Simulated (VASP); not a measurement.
# In7O (R-3) in VASP: single point with PBE

Aim: the single point of In7O with PBE.

All numbers are computed with VASP 6.6.1; they aren't measurements. Logs are shortened: lines on timing, memory, paths and dates and some standing lists are left out, and cuts for length are marked.

### 1 The cell of the first run

It takes space group R-3 (No. 148, trigonal). The conventional cell has a = 9.035 Å, b = 9.035 Å, c = 8.449 Å, α = 90.00°, β = 90.00°, γ = 120.00°. In (site symmetry 1) has 1 O at 2.48 Å and 12 In at 3.21 to 3.59 Å within 3.6 Å. In (site symmetry -3) has 12 In at 3.37 to 3.46 Å and 2 O at 4.22 Å within 4.4 Å. Within 3.3 Å of O (site symmetry -3) lie 6 In at 2.48 Å.

### 2 Single point, PBE (with an interstitial atom)

INCAR reads:

```
SYSTEM = In7O
  PREC = Accurate
  ENCUT = 600
  EDIFF = 1E-6
  ISMEAR = 0
  SIGMA = 0.1
  LREAL = .FALSE.
  LASPH = .TRUE.
  NELM = 120
  ALGO = Normal
  ISIF = 2
  LWAVE = .FALSE.
  LCHARG = .TRUE.
  GGA = PE
  LELF = .TRUE.
  LVHAR = .TRUE.
  NBANDS = 58
  GGA_COMPAT = .FALSE.
```

KPOINTS reads:

```
regular mesh
0
G
  6 6 6
  0 0 0
```

POSCAR reads:

```
In7O
1.0
    4.5177333486      2.6083145649      2.8164546062
   -4.5177333486      2.6083145649      2.8164546062
    0.0000000000     -5.2166291298      2.8164546062
In O
7 1
Direct
    0.9421280970      0.3768366837      0.2116331381
    0.3768366837      0.2116331381      0.9421280970
    0.7883668619      0.0578719030      0.6231633163
    0.6231633163      0.7883668619      0.0578719030
    0.0578719030      0.6231633163      0.7883668619
    0.2116331381      0.9421280970      0.3768366837
    0.5000000000      0.5000000000      0.5000000000
    0.0000000000      0.0000000000      0.0000000000
```

Potentials or basis: VASP PAW PBE potentials, release 64 (In_d, O).

The run is started by

```
$ cat potpaw_PBE.64/In_d/POTCAR potpaw_PBE.64/O/POTCAR > POTCAR
$ mpirun -np 1 vasp_std > vasp.out
```

OUTCAR:

```text
SYSTEM = In7O
   PREC = Accurate
   ENCUT = 600
   EDIFF = 1E-6
   ISMEAR = 0
   LREAL = .FALSE.
   LASPH = .TRUE.
   NELM = 120
   ISIF = 2
   GGA = PE

 ion  position               nearest neighbor table
   1  0.942  0.377  0.212-   8 2.48   5 3.21   7 3.37   6 3.38   2 3.38   5 3.41   2 3.43   6 3.43
                             7 3.46   3 3.47   4 3.47   3 3.59   4 3.59
   2  0.377  0.212  0.942-   8 2.48   4 3.21   7 3.37   6 3.38   1 3.38   4 3.41   6 3.43   1 3.43
                             7 3.46   3 3.47   5 3.47   5 3.59   3 3.59
   3  0.788  0.058  0.623-   8 2.48   6 3.21   7 3.37   4 3.38   5 3.38   6 3.41   4 3.43   5 3.43
                             7 3.46   1 3.47   2 3.47   1 3.59   2 3.59
   4  0.623  0.788  0.058-   8 2.48   2 3.21   7 3.37   3 3.38   5 3.38   2 3.41   3 3.43   5 3.43
                             7 3.46   6 3.47   1 3.47   1 3.59   6 3.59
   5  0.058  0.623  0.788-   8 2.48   1 3.21   7 3.37   3 3.38   4 3.38   1 3.41   4 3.43   3 3.43
                             7 3.46   6 3.47   2 3.47   6 3.59   2 3.59
   6  0.212  0.942  0.377-   8 2.48   3 3.21   7 3.37   2 3.38   1 3.38   3 3.41   2 3.43   1 3.43
                             7 3.46   5 3.47   4 3.47   5 3.59   4 3.59
   7  0.500  0.500  0.500-   4 3.37   2 3.37   3 3.37   6 3.37   5 3.37   1 3.37   4 3.46   2 3.46
                             5 3.46   1 3.46   6 3.46   3 3.46
   8  0.000  0.000  0.000-   2 2.48   4 2.48   3 2.48   6 2.48   5 2.48   1 2.48

  LATTYP: Found a trigonal (rhomboedric) cell.
 ALAT       =     5.9283754965
 COS(alpha) =    -0.1614480155

  Lattice vectors:

 A1 = (   4.5177333486,   2.6083145649,   2.8164546062)
 A2 = (  -4.5177333486,   2.6083145649,   2.8164546062)
 A3 = (   0.0000000000,  -5.2166291298,   2.8164546062)

Analysis of symmetry for initial positions (statically):
=====================================================================
 Subroutine PRICEL returns:
 Original cell was already a primitive cell.

 Routine SETGRP: Setting up the symmetry group for a
 trigonal (rhombohedral) supercell.

 Subroutine GETGRP returns: Found  6 space group operations
 (whereof  6 operations were pure point group operations)
 out of a pool of 12 trial point group operations.

The static configuration has the point symmetry S_6 .

Analysis of symmetry for dynamics (positions and initial velocities):
=====================================================================
 Subroutine PRICEL returns:
 Original cell was already a primitive cell.

 Routine SETGRP: Setting up the symmetry group for a
 trigonal (rhombohedral) supercell.

 Subroutine GETGRP returns: Found  6 space group operations
 (whereof  6 operations were pure point group operations)
 out of a pool of 12 trial point group operations.

The dynamic configuration has the point symmetry S_6 .

 Subroutine INISYM returns: Found  6 space group operations
 (whereof  6 operations are pure point group operations),
 and found     1 'primitive' translations

----------------------------------------------------------------------------------------

                                     Primitive cell

  volume of cell :     199.1290

  direct lattice vectors                    reciprocal lattice vectors
     4.517733349  2.608314565  2.816454606     0.110674969  0.063898223  0.118352106
    -4.517733349  2.608314565  2.816454606    -0.110674969  0.063898223  0.118352106
     0.000000000 -5.216629130  2.816454606     0.000000000 -0.127796447  0.118352106

  length of vectors
     5.928375496  5.928375496  5.928375496     0.174181379  0.174181379  0.174181379

  position of ions in fractional coordinates (direct lattice)
     0.942128097  0.376836684  0.211633138
     0.376836684  0.211633138  0.942128097
     0.788366862  0.057871903  0.623163316
     0.623163316  0.788366862  0.057871903
     0.057871903  0.623163316  0.788366862
     0.211633138  0.942128097  0.376836684
     0.500000000  0.500000000  0.500000000
     0.000000000  0.000000000  0.000000000

  ion indices of the primitive-cell ions
   primitive index   ion index
                 1           1
                 2           2
                 3           3
                 4           4
                 5           5
                 6           6
                 7           7
                 8           8

----------------------------------------------------------------------------------------

 KPOINTS: regular mesh

Automatic generation of k-mesh.
 Grid dimensions read from file:
 generate k-points for:    6    6    6

 Generating k-lattice:

  Cartesian coordinates                     Fractional coordinates (reciprocal lattice)
     0.018445828  0.010649704  0.019725351     0.166666667  0.000000000  0.000000000
    -0.018445828  0.010649704  0.019725351     0.000000000  0.166666667  0.000000000
     0.000000000 -0.021299408  0.019725351     0.000000000  0.000000000  0.166666667

  Length of vectors
     0.029030230  0.029030230  0.029030230

  Shift w.r.t. Gamma in fractional coordinates (k-lattice)
     0.000000000  0.000000000  0.000000000

 Subroutine IBZKPT returns following result:
 ===========================================

 Found     40 irreducible k-points:

 Following reciprocal coordinates:
            Coordinates               Weight
  0.000000  0.000000  0.000000      1.000000
  0.166667  0.000000  0.000000      6.000000
  0.333333  0.000000  0.000000      6.000000
  0.500000  0.000000 -0.000000      3.000000
  0.166667  0.166667  0.000000      6.000000
  0.333333  0.166667 -0.000000      6.000000
[... 16 lines left out ...]
  0.333333  0.333333  0.166667      6.000000
  0.500000  0.333333  0.166667      6.000000
 [... further k-points ...]
   k-points           NKPTS =     40   k-points in BZ     NKDIM =     40   number of bands    NBANDS=     58
   number of dos      NEDOS =    301   number of ions     NIONS =      8
   total plane-waves  NPLWV = 110592
   dimension x,y,z NGX =    48 NGY =   48 NGZ =   48
   dimension x,y,z NGXF=    96 NGYF=   96 NGZF=   96
   ions per type =               7   1
   NGX,Y,Z   is equivalent  to a cutoff of  13.46, 13.46, 13.46 a.u.
   NGXF,Y,Z  is equivalent  to a cutoff of  26.92, 26.92, 26.92 a.u.
 SYSTEM =  In7O
   PREC   = accura    normal or accurate (medium, high low for compatibility)
   ISTART =      0    job   : 0-new  1-cont  2-samecut
   ICHARG =      2    charge: 1-file 2-atom 10-const
   ISPIN  =      1    spin polarized calculation?
   LNONCOLLINEAR =      F non collinear calculations
   LSORBIT =      F    spin-orbit coupling
   LASPH  =      T    aspherical Exc in radial PAW
   ENCUT  =  600.0 eV  44.10 Ry    6.64 a.u.  11.84 11.84 11.84*2*pi/ulx,y,z
   NELM   =    120;   NELMIN=  2; NELMDL= -5     # of ELM steps
   EDIFF  = 0.1E-05   stopping-criterion for ELM
   LREAL  =      F    real-space projection
   EDIFFG = 0.1E-04   stopping-criterion for IOM
   NSW    =      0    number of steps for IOM
   IBRION =     -1    ionic relax: 0-MD 1-quasi-New 2-CG
   NFREE  =      0    steps in history (QN), initial steepest desc. (CG)
   ISIF   =      2    stress and relaxation
   ISYM   =      2    0-nonsym 1-usesym 2-fastsym
   POTIM  = 0.5000    time-step for ionic-motion
   TEBEG  =    0.0;   TEEND  =   0.0 temperature during run
   PSTRESS=    0.0 pullay stress
   NELECT =      97.0000    total number of electrons
   NUPDOWN=      -1.0000    fix difference up-down
   EMIN   =  10.00;   EMAX   =-10.00  energy-range for DOS
   EFERMI =   0.00;   METHOD = LEGACY
   ISMEAR =     0;   SIGMA  =   0.10  broadening in eV -4-tet -1-fermi 0-gaus
   EFERMI_NEDOS =   21; number of points for ismear=-14 and -15
   IALGO  =     38    algorithm
   IMIX   =      4    mixing-type and parameters
     AMIX     =   0.40;   BMIX     =  1.00
     AMIX_MAG =   1.60;   BMIX_MAG =  1.00
  volume/ion in A,a.u.               =      24.89       167.97
  Fermi-wavevector in a.u.,A,eV,Ry     =   1.288113  2.434180 22.575256  1.659235
  Thomas-Fermi vector in A             =   2.420086
   LORBIT       =      0    0 simple, 1 ext, 2 COOP (PROOUT), +10 PAW based schemes
   GGA     = PE    functional components
   LHFCALC =     F    Hartree Fock is set to
   AEXX    =    0.0000 exact exchange contribution
   IVDW    =     0    specifies the selected vdW correction
   LEPSILON=     F    determine dielectric tensor
   LRPA    =     F    only Hartree local field effects (RPA)
 non-spin polarized calculation
 Gauss-broadening in eV      SIGMA  =   0.10
  energy-cutoff  :      600.00
  volume of cell :      199.13
 maximum number of plane-waves:      6670
   NGX = 23   NGY = 23   NGZ = 23

 number of electron      97.0000002 magnetization

 Free energy of the ion-electron system (eV)
  ---------------------------------------------------
  ext. energy  EPLUGINS =         0.00000000
  ---------------------------------------------------
  free energy    TOTEN  =       -24.39567107 eV

  energy without entropy =      -24.38323174  energy(sigma->0) =      -24.38945141

 E-fermi :   6.9905     XC(G=0): -10.0784

 val. band max:        6.9811395844   @ k =   0.1667   0.0000   0.0000
 cond. band min:       7.0249886678   @ k =  -0.3333   0.5000   0.3333
 fundamental gap:      0.0438490835
 Fermi energy:         6.9904608097

 k-point     1 :       0.0000    0.0000    0.0000
  band No.  band energies     occupation
      1     -11.4045      2.00000
      2      -7.7169      2.00000
      3      -7.7169      2.00000
      4      -7.7150      2.00000
      5      -7.7145      2.00000
      6      -7.7067      2.00000
[... 50 lines left out ...]
     57      10.3335      0.00000
     58      10.3335      0.00000

 k-point     2 :       0.1667    0.0000    0.0000
  band No.  band energies     occupation
      1     -11.4036      2.00000
      2      -7.7511      2.00000
      3      -7.7268      2.00000
      4      -7.7200      2.00000
      5      -7.7132      2.00000
      6      -7.7065      2.00000
[... 50 lines left out ...]
     57      10.5533      0.00000
     58      10.9347      0.00000
[... 1279 lines left out ...]
     57      10.2475      0.00000
     58      10.4470      0.00000

 k-point    24 :       0.5000    0.3333    0.1667
  band No.  band energies     occupation
      1     -11.3987      2.00000
      2      -7.8324      2.00000
      3      -7.7738      2.00000
      4      -7.7401      2.00000
      5      -7.7269      2.00000
      6      -7.7175      2.00000
[... 50 lines left out ...]
     57      10.5819      0.00000
     58      10.9699      0.00000

 [... further k-points ...]
[... 5 lines left out ...]
  --------------------------------------------------------------------------------------
  -------------------------------------------------------------------------------------
  Total       -0.0112169     -0.0112169      0.0049179     -0.0000005     -0.0000000      0.0000000
  in kB       -0.0902501     -0.0902501      0.0395690     -0.0000040     -0.0000000      0.0000000
  external PRESSURE =      -0.0469771 kB  Pullay stress =       0.0000000 kB

 VOLUME and BASIS-vectors are now :
 -----------------------------------------------------------------------------
  energy-cutoff  :      600.00
  volume of cell :      199.13
      direct lattice vectors                 reciprocal lattice vectors
     4.517733349  2.608314565  2.816454606     0.110674969  0.063898223  0.118352106
    -4.517733349  2.608314565  2.816454606    -0.110674969  0.063898223  0.118352106
     0.000000000 -5.216629130  2.816454606     0.000000000 -0.127796447  0.118352106

 POSITION                                       TOTAL-FORCE (eV/Angst)
 -----------------------------------------------------------------------------------
      2.55384      2.33626      4.31086        -0.008242     -0.000934      0.005628
      0.74635     -3.37982      4.31086         0.003312      0.007605      0.005628
      3.30018     -1.04356      4.13850        -0.004930      0.006671     -0.005628
     -0.74635      3.37982      4.13850        -0.003312     -0.007605     -0.005628
     -2.55384     -2.33626      4.13850         0.008242      0.000934     -0.005628
     -3.30018      1.04356      4.31086         0.004930     -0.006671      0.005628
      0.00000      0.00000      4.22468         0.000000     -0.000000     -0.000000
      0.00000      0.00000      0.00000         0.000000     -0.000000     -0.000000
 -----------------------------------------------------------------------------------
    total drift:                                0.000000      0.000000     -0.000000

  FREE ENERGIE OF THE ION-ELECTRON SYSTEM (eV)
  ---------------------------------------------------
  free  energy   TOTEN  =       -24.3956710732 eV

  energy  without entropy=      -24.3832317387  energy(sigma->0) =      -24.38945141
```

Wall time 5.6 min (1 thread of Intel Xeon 6975P-C (Granite Rapids), shared host); peak memory 0.6 GiB.

What came out:

```
Free energy            : -24.3957 eV
Pressure               : 0.0 GPa
Largest force          : 0.010 eV/Å
Band gap on the k mesh : zero (an odd number of electrons rules out a gap without spin polarisation)
```

Forces in eV/Å, atoms in the order of the input:
```
In  -0.008 -0.001  0.006
In   0.003  0.008  0.006
In  -0.005  0.007 -0.006
In  -0.003 -0.008 -0.006
In   0.008  0.001 -0.006
In   0.005 -0.007  0.006
In   0.000  0.000  0.000
O    0.000  0.000  0.000
```

Caveat: the cell differs from its parent crystal (with an interstitial atom); spin-orbit coupling is left out, which moves the levels of the heavy elements.

The gap in the log of VASP goes by the Fermi energy; the results here count the filled bands.